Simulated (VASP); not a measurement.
A run of VASP 6.6.1 is set up as follows.

Contents of POSCAR:

```
Ir
1.0
    2.7875843874      0.0000000000      0.0000000000
   -1.3937921937      2.4141188946      0.0000000000
    0.0000000000      0.0000000000      4.5210110761
Ir
2
Direct
    0.3333333333      0.6666666667      0.2500000000
    0.6666666667      0.3333333333      0.7500000000
```

The input INCAR.step1:

```
PREC = Accurate ; ENCUT = 520
ISMEAR = -1 ; SIGMA = 0.05
LREAL = F ; LASPH = T
NELM = 60 ; NBANDS = 16
GGA = PE ; ALGO = Normal
EDIFF = 1E-4 ; LWAVE = T
LCHARG = F
```

INCAR.step2

```
PREC = Accurate ; ENCUT = 520
EDIFF = 1E-6 ; ISMEAR = -1
SIGMA = 0.05 ; LREAL = F
LASPH = T ; NELM = 60
ALGO = Normal ; ISIF = 2
LWAVE = F ; LCHARG = T
METAGGA = R2SCAN ; LMIXTAU = T
LELF = T ; LVHAR = T
NBANDS = 16 ; ISTART = 1
```

The input KPOINTS:

```
regular mesh
0
Gamma
  11 11 6
```

Potentials or basis: VASP PAW PBE potentials, release 64 (Ir).

Command:

```sh
$ cat potpaw_PBE.64/Ir/POTCAR > POTCAR
$ cp INCAR.step1 INCAR
$ mpirun -np 1 vasp_std > vasp.out
$ cp INCAR.step2 INCAR
$ mpirun -np 1 vasp_std > vasp.out
```

Problem. What does it give for the pressure?

Solution. -18.5 GPa.

Problem. What does it give for the band gap on the k mesh?

Solution. Zero (band 9 reaches 9.93 eV, above the bottom of band 10 at 6.97 eV).

Stress tensor (GPa, compression positive):
```
-18.25   0.00   0.00
  0.00 -18.25   0.00
  0.00   0.00 -18.90
```

Caveat: the PAW data sets were made with another functional, which shifts forces and pressure a little; spin-orbit coupling is left out, which moves the levels of the heavy elements.
